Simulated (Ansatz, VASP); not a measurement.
# One calculation of NaH, two programs

```
Na H
1.0
     0.00000    2.26156    2.45040
     2.26156    0.00000    2.45040
     2.26156    2.26156    0.00000
Na H
1 1
Direct
  0.00000 0.00000 0.00000
  0.50000 0.50000 0.50000
```

Alike in both runs: task single point; functional r2SCAN; k mesh 10 × 10 × 10; occupations fermi-dirac, width 0.2 eV; no spin polarisation.

```csv
,VASP,Ansatz
version,VASP 6.6.1,Ansatz 0.2.0
potentials or method,"VASP PAW PBE potentials, release 64 (Na_pv, H), cutoff 520 eV","scalar-relativistic, plane waves, PAW"
valence electrons in the cell,8,10
```

```tsv
	VASP	Ansatz	Ansatz less VASP
gap on the k mesh at the Fermi level (eV)	4.55	4.54	-0.014
least direct gap on the mesh (eV)	5.27	5.25	-0.018
pressure (GPa)	2.9	3.1	+0.23
traceless stress, the component that is largest in VASP (GPa)	-2.73	-2.73	-0.004
```

VASP's potentials were made for PBE, not for r2SCAN. The functional is the same, so the differences come from potentials, cutoffs and numerics. VASP's potentials hold 8 valence electrons a cell and Ansatz's 10, so a difference there can come from the potentials and not from the codes.
